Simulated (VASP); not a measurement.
# Bi (Im-3m) in VASP: single point with PBEsol

Aim: the single point of Bi with PBEsol.

All numbers are computed with VASP 6.6.1; they aren't measurements. Logs are shortened: lines on timing, memory, paths and dates and some standing lists are left out, and cuts for length are marked.

## 1. The cell of the first run

It takes space group Im-3m (No. 229, cubic). The conventional cell has a = 3.755 Å, b = 3.755 Å, c = 3.755 Å, α = 90.00°, β = 90.00°, γ = 90.00°. Bi (site symmetry m-3m) has 14 Bi at 3.25 to 3.75 Å within 4.3 Å.

## 2. Single point, PBEsol

File INCAR:

```
PREC = Accurate
ENCUT = 520
EDIFF = 1E-6
ISMEAR = -1
SIGMA = 0.1
LREAL = False
LASPH = True
NELM = 100
ALGO = Fast
ISIF = 2
LWAVE = False
LCHARG = False
GGA = PS
NBANDS = 14
```

File KPOINTS:

```
regular mesh
0
Gamma
  16 16 16
```

File POSCAR:

```
Bi
1.0
   -1.8773423627      1.8773423627      1.8773423627
    1.8773423627     -1.8773423627      1.8773423627
    1.8773423627      1.8773423627     -1.8773423627
Bi
1
Direct
    0.0000000000      0.0000000000      0.0000000000
```

Potentials or basis: VASP PAW PBE potentials, release 64 (Bi_d).

Command:

```bash
$ cat potpaw_PBE.64/Bi_d/POTCAR > POTCAR
$ mpirun -np 1 vasp_std > vasp.out
```

OUTCAR:

```text
PREC = Accurate
   ENCUT = 520
   EDIFF = 1E-6
   ISMEAR = -1
   LREAL = False
   LASPH = True
   NELM = 100
   ISIF = 2
   GGA = PS

 ion  position               nearest neighbor table
   1  0.000  0.000  0.000-

  LATTYP: Found a body centered cubic cell.
 ALAT       =     3.7546847254

  Lattice vectors:

 A1 = (  -1.8773423627,   1.8773423627,   1.8773423627)
 A2 = (   1.8773423627,  -1.8773423627,   1.8773423627)
 A3 = (   1.8773423627,   1.8773423627,  -1.8773423627)

Analysis of symmetry for initial positions (statically):
=====================================================================
 Subroutine PRICEL returns:
 Original cell was already a primitive cell.

 Routine SETGRP: Setting up the symmetry group for a
 body centered cubic supercell.

 Subroutine GETGRP returns: Found 48 space group operations
 (whereof 48 operations were pure point group operations)
 out of a pool of 48 trial point group operations.

The static configuration has the point symmetry O_h .

Analysis of symmetry for dynamics (positions and initial velocities):
=====================================================================
 Subroutine PRICEL returns:
 Original cell was already a primitive cell.

 Routine SETGRP: Setting up the symmetry group for a
 body centered cubic supercell.

 Subroutine GETGRP returns: Found 48 space group operations
 (whereof 48 operations were pure point group operations)
 out of a pool of 48 trial point group operations.

The dynamic configuration has the point symmetry O_h .

 Subroutine INISYM returns: Found 48 space group operations
 (whereof 48 operations are pure point group operations),
 and found     1 'primitive' translations

----------------------------------------------------------------------------------------

                                     Primitive cell

  volume of cell :      26.4661

  direct lattice vectors                    reciprocal lattice vectors
    -1.877342363  1.877342363  1.877342363     0.000000000  0.266333946  0.266333946
     1.877342363 -1.877342363  1.877342363     0.266333946  0.000000000  0.266333946
     1.877342363  1.877342363 -1.877342363     0.266333946  0.266333946  0.000000000

  length of vectors
     3.251652355  3.251652355  3.251652355     0.376653079  0.376653079  0.376653079

  position of ions in fractional coordinates (direct lattice)
     0.000000000  0.000000000  0.000000000

  ion indices of the primitive-cell ions
   primitive index   ion index
                 1           1

----------------------------------------------------------------------------------------

 KPOINTS: regular mesh

Automatic generation of k-mesh.
 Grid dimensions read from file:
 generate k-points for:   16   16   16

 Generating k-lattice:

  Cartesian coordinates                     Fractional coordinates (reciprocal lattice)
     0.000000000  0.016645872  0.016645872     0.062500000  0.000000000  0.000000000
     0.016645872  0.000000000  0.016645872     0.000000000  0.062500000  0.000000000
     0.016645872  0.016645872  0.000000000     0.000000000  0.000000000  0.062500000

  Length of vectors
     0.023540817  0.023540817  0.023540817

  Shift w.r.t. Gamma in fractional coordinates (k-lattice)
     0.000000000  0.000000000  0.000000000

 Subroutine IBZKPT returns following result:
 ===========================================

 Found    145 irreducible k-points:

 Following reciprocal coordinates:
            Coordinates               Weight
  0.000000  0.000000  0.000000      1.000000
  0.062500  0.000000  0.000000     12.000000
  0.125000  0.000000  0.000000     12.000000
  0.187500  0.000000  0.000000     12.000000
  0.250000  0.000000  0.000000     12.000000
  0.312500  0.000000  0.000000     12.000000
[... 16 lines left out ...]
  0.187500  0.187500  0.000000     24.000000
  0.250000  0.187500 -0.000000     48.000000
 [... further k-points ...]
   k-points           NKPTS =    145   k-points in BZ     NKDIM =    145   number of bands    NBANDS=     14
   number of dos      NEDOS =    301   number of ions     NIONS =      1
   total plane-waves  NPLWV =  13824
   dimension x,y,z NGX =    24 NGY =   24 NGZ =   24
   dimension x,y,z NGXF=    48 NGYF=   48 NGZF=   48
   ions per type =               1
   NGX,Y,Z   is equivalent  to a cutoff of  12.27, 12.27, 12.27 a.u.
   NGXF,Y,Z  is equivalent  to a cutoff of  24.54, 24.54, 24.54 a.u.
 SYSTEM =  unknown system
   PREC   = accura    normal or accurate (medium, high low for compatibility)
   ISTART =      0    job   : 0-new  1-cont  2-samecut
   ICHARG =      2    charge: 1-file 2-atom 10-const
   ISPIN  =      1    spin polarized calculation?
   LNONCOLLINEAR =      F non collinear calculations
   LSORBIT =      F    spin-orbit coupling
   LASPH  =      T    aspherical Exc in radial PAW
   ENCUT  =  520.0 eV  38.22 Ry    6.18 a.u.   6.05  6.05  6.05*2*pi/ulx,y,z
   NELM   =    100;   NELMIN=  2; NELMDL= -5     # of ELM steps
   EDIFF  = 0.1E-05   stopping-criterion for ELM
   LREAL  =      F    real-space projection
   EDIFFG = 0.1E-04   stopping-criterion for IOM
   NSW    =      0    number of steps for IOM
   IBRION =     -1    ionic relax: 0-MD 1-quasi-New 2-CG
   NFREE  =      0    steps in history (QN), initial steepest desc. (CG)
   ISIF   =      2    stress and relaxation
   ISYM   =      2    0-nonsym 1-usesym 2-fastsym
   POTIM  = 0.5000    time-step for ionic-motion
   TEBEG  =    0.0;   TEEND  =   0.0 temperature during run
   PSTRESS=    0.0 pullay stress
   NELECT =      15.0000    total number of electrons
   NUPDOWN=      -1.0000    fix difference up-down
   EMIN   =  10.00;   EMAX   =-10.00  energy-range for DOS
   EFERMI =   0.00;   METHOD = LEGACY
   ISMEAR =    -1;   SIGMA  =   0.10  broadening in eV -4-tet -1-fermi 0-gaus
   EFERMI_NEDOS =   21; number of points for ismear=-14 and -15
   IALGO  =     68    algorithm
   IMIX   =      4    mixing-type and parameters
     AMIX     =   0.40;   BMIX     =  1.00
     AMIX_MAG =   1.60;   BMIX_MAG =  1.00
  volume/ion in A,a.u.               =      26.47       178.60
  Fermi-wavevector in a.u.,A,eV,Ry     =   1.354800  2.560200 24.973254  1.835482
  Thomas-Fermi vector in A             =   2.481941
   LORBIT       =      0    0 simple, 1 ext, 2 COOP (PROOUT), +10 PAW based schemes
   GGA     = PS    functional components
   LHFCALC =     F    Hartree Fock is set to
   AEXX    =    0.0000 exact exchange contribution
   IVDW    =     0    specifies the selected vdW correction
   LEPSILON=     F    determine dielectric tensor
   LRPA    =     F    only Hartree local field effects (RPA)
 non-spin polarized calculation
 RMM-DIIS sequential band-by-band and
  energy-cutoff  :      520.00
  volume of cell :       26.47
 maximum number of plane-waves:       733
   NGX = 13   NGY = 13   NGZ = 13

 number of electron      14.9999992 magnetization

 Free energy of the ion-electron system (eV)
  ---------------------------------------------------
  ext. energy  EPLUGINS =         0.00000000
  ---------------------------------------------------
  free energy    TOTEN  =        -4.12999994 eV

  energy without entropy =       -4.11210857  energy(sigma->0) =       -4.12105425

 E-fermi :   9.9055     XC(G=0): -11.2355

 val. band max:        9.8857176212   @ k =   0.3125   0.1250   0.0625
 cond. band min:       9.9301302360   @ k =   0.3125   0.1875   0.1250
 fundamental gap:      0.0444126148
 Fermi energy:         9.9054840794

 k-point     1 :       0.0000    0.0000    0.0000
  band No.  band energies     occupation
      1     -13.1977      2.00000
      2     -13.1977      2.00000
      3     -13.1977      2.00000
      4     -12.9788      2.00000
      5     -12.9788      2.00000
      6      -4.8651      2.00000
      7      16.3184      0.00000
      8      16.3184      0.00000
      9      16.3184      0.00000
     10      20.3925      0.00000
     11      20.3925      0.00000
     12      20.3925      0.00000
     13      21.3445      0.00000
     14      22.7466      0.00000

 k-point     2 :       0.0625    0.0000    0.0000
  band No.  band energies     occupation
      1     -13.2005      2.00000
      2     -13.1936      2.00000
      3     -13.1846      2.00000
      4     -12.9820      2.00000
      5     -12.9792      2.00000
      6      -4.7788      2.00000
      7      15.3950      0.00000
      8      16.0167      0.00000
      9      16.2111      0.00000
     10      19.7804      0.00000
     11      20.1406      0.00000
     12      20.3003      0.00000
     13      21.9094      0.00000
     14      23.1290      0.00000

 k-point     3 :       0.1250    0.0000    0.0000
  band No.  band energies     occupation
      1     -13.2084      2.00000
      2     -13.1828      2.00000
      3     -13.1471      2.00000
      4     -12.9905      2.00000
      5     -12.9804      2.00000
      6      -4.5202      2.00000
      7      13.4883      0.00000
      8      15.2884      0.00000
      9      15.8976      0.00000
     10      18.8910      0.00000
     11      19.6447      0.00000
     12      20.2432      0.00000
     13      22.5706      0.00000
     14      24.0379      0.00000
[... 324 lines left out ...]
 k-point    23 :       0.1875    0.1875    0.0000
  band No.  band energies     occupation
      1     -13.2205      2.00000
      2     -13.1520      2.00000
      3     -13.0172      2.00000
      4     -12.9964      2.00000
      5     -12.9572      2.00000
      6      -2.6066      2.00000
      7       7.8916      2.00000
      8      10.6989      0.00072
      9      13.6805      0.00000
     10      18.8354      0.00000
     11      19.4414      0.00000
     12      22.2156      0.00000
     13      23.8146      0.00000
     14      25.3082      0.00000

 k-point    24 :       0.2500    0.1875   -0.0000
  band No.  band energies     occupation
      1     -13.2252      2.00000
      2     -13.1385      2.00000
      3     -13.0132      2.00000
      4     -13.0008      2.00000
      5     -12.9237      2.00000
      6      -1.8571      2.00000
      7       6.6066      2.00000
      8       9.6745      1.81940
      9      13.2604      0.00000
     10      18.6777      0.00000
     11      19.9481      0.00000
     12      22.4618      0.00000
     13      24.8736      0.00000
     14      25.0122      0.00000

 [... further k-points ...]

------------------------ aborting loop because EDIFF is reached ----------------------------------------

  FORCE on cell =-STRESS in cart. coord.  units (eV):
  Direction    XX          YY          ZZ          XY          YZ          ZX
  --------------------------------------------------------------------------------------
  -------------------------------------------------------------------------------------
  Total        1.6634308      1.6634308      1.6634308      0.0000000      0.0000000     -0.0000000
  in kB      100.6989373    100.6989373    100.6989373      0.0000000      0.0000000     -0.0000000
  external PRESSURE =     100.6989373 kB  Pullay stress =       0.0000000 kB

 VOLUME and BASIS-vectors are now :
 -----------------------------------------------------------------------------
  energy-cutoff  :      520.00
  volume of cell :       26.47
      direct lattice vectors                 reciprocal lattice vectors
    -1.877342363  1.877342363  1.877342363     0.000000000  0.266333946  0.266333946
     1.877342363 -1.877342363  1.877342363     0.266333946  0.000000000  0.266333946
     1.877342363  1.877342363 -1.877342363     0.266333946  0.266333946  0.000000000

 POSITION                                       TOTAL-FORCE (eV/Angst)
 -----------------------------------------------------------------------------------
      0.00000      0.00000      0.00000        -0.000000      0.000000     -0.000000
 -----------------------------------------------------------------------------------
    total drift:                                0.000000      0.000000     -0.000000

  FREE ENERGIE OF THE ION-ELECTRON SYSTEM (eV)
  ---------------------------------------------------
  free  energy   TOTEN  =        -4.1299999441 eV

  energy  without entropy=       -4.1121085652  energy(sigma->0) =       -4.12105425
```

Run time: 52 s. Hardware: 1 thread of Intel Xeon 8259CL, shared host; peak memory 0.17 GiB.

What came out:

```
Free energy : -4.1300 eV
Pressure    : 10.1 GPa
```

Levels at points of the mesh, in eV from the Fermi level:
| k point | band 6 | band 7 | band 8 | band 9 | band 10 | band 11 |
| --- | --- | --- | --- | --- | --- | --- |
| (0.00, 0.00, 0.00) | -14.77 | 6.41 | 6.41 | 6.41 | 10.49 | 10.49 |
| (0.50, 0.00, 0.00) | -10.71 | -6.09 | 1.92 | 3.89 | 6.63 | 8.05 |
| (0.50, 0.50, 0.50) | -7.78 | -2.18 | -2.18 | -2.18 | 3.40 | 3.40 |

Caveat: the PAW data sets were made with another functional, which shifts forces and pressure a little; spin-orbit coupling is left out, which moves the levels of the heavy elements.
